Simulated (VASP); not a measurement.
A run of VASP 6.6.1 is set up as follows.

File INCAR:

```
SYSTEM = MoS2
  ALGO = Normal
  EDIFF = 1E-6
  EDIFFG = -0.005
  ENCUT = 600
  GGA = PE
  IBRION = 2
  ISIF = 3
  ISMEAR = 0
  IVDW = 12
  LASPH = .True.
  LCHARG = .False.
  LREAL = .False.
  LWAVE = .False.
  NELM = 100
  NSW = 100
  PREC = Accurate
  SIGMA = 0.02
```

Contents of KPOINTS:

```
k-points
0
Gamma
  12 12 12
  0 0 0
```

Contents of POSCAR:

```
MoS2
1.0
    1.5767623045      0.9103441409      5.9991039890
   -1.5767623045      0.9103441409      5.9991039890
    0.0000000000     -1.8206882819      5.9991039890
Mo S
1 2
Direct
    0.0000165957      0.0000165957      0.0000165957
    0.7535551427      0.7535551427      0.7535551427
    0.5797282616      0.5797282616      0.5797282616
```

Potentials or basis: VASP PAW PBE potentials, release 64 (Mo_sv, S).

Run with:

```bash
$ cat potpaw_PBE.64/Mo_sv/POTCAR potpaw_PBE.64/S/POTCAR > POTCAR
$ mpirun -np 1 vasp_std > vasp.out
```

(1) Estimate the band gap on the k mesh.

(2) What does it give for the dispersion energy per atom?

(3) Predict the relaxed volume.

## Answers

(1) 0.81 eV, indirect (least direct gap 1.77 eV).

(2) -0.440 eV.

(3) 17.20 Å³/atom.
